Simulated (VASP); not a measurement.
## AlAs: single point with r2SCAN

AlAs:

```xyz
2
Lattice="0.0000 2.7999 2.7999 2.7999 0.0000 2.7999 2.7999 2.7999 0.0000" Properties=species:S:1:pos:R:3 pbc="T T T"
Al    0.0000    0.0000    0.0000
As    1.3999    1.3999    1.3999
```

```yaml
Program: VASP 6.6.1
Task: single point
Functional: r2SCAN
Potentials_or_basis: VASP PAW PBE potentials, release 64 (Al, As)
Cutoff: 550 eV
k_mesh: 8 × 8 × 8
Occupations: fermi-dirac, width 0.02 eV
Spin: no spin polarisation
```

```json
{
 "Pressure": "3.4 GPa",
 "Band gap on the k mesh": "1.74 eV, indirect (least direct gap 2.99 eV)"
}
```

Levels at points of the mesh, in eV from the valence-band top:
| k point | band 1 | band 2 | band 3 | band 4 | band 5 | band 6 | band 7 | band 8 |
| --- | --- | --- | --- | --- | --- | --- | --- | --- |
| (0.00, 0.00, 0.00) | -12.51 | 0.00 | 0.00 | 0.00 | 2.99 | 4.77 | 4.77 | 4.77 |
| (0.50, 0.00, 0.00) | -10.95 | -5.85 | -0.87 | -0.87 | 2.79 | 5.13 | 5.13 | 8.48 |
| (0.50, 0.50, 0.00) | -10.34 | -5.66 | -2.32 | -2.32 | 1.74 | 2.69 | 11.46 | 11.46 |

Run time: 60 s on 1 thread of Intel(R) Xeon(R) Platinum 8488C (Sapphire Rapids), on a shared host, peak memory 0.17 GiB.

Caveat: the PAW data sets were made with another functional, which shifts forces and pressure a little. A k mesh can miss the band edges.
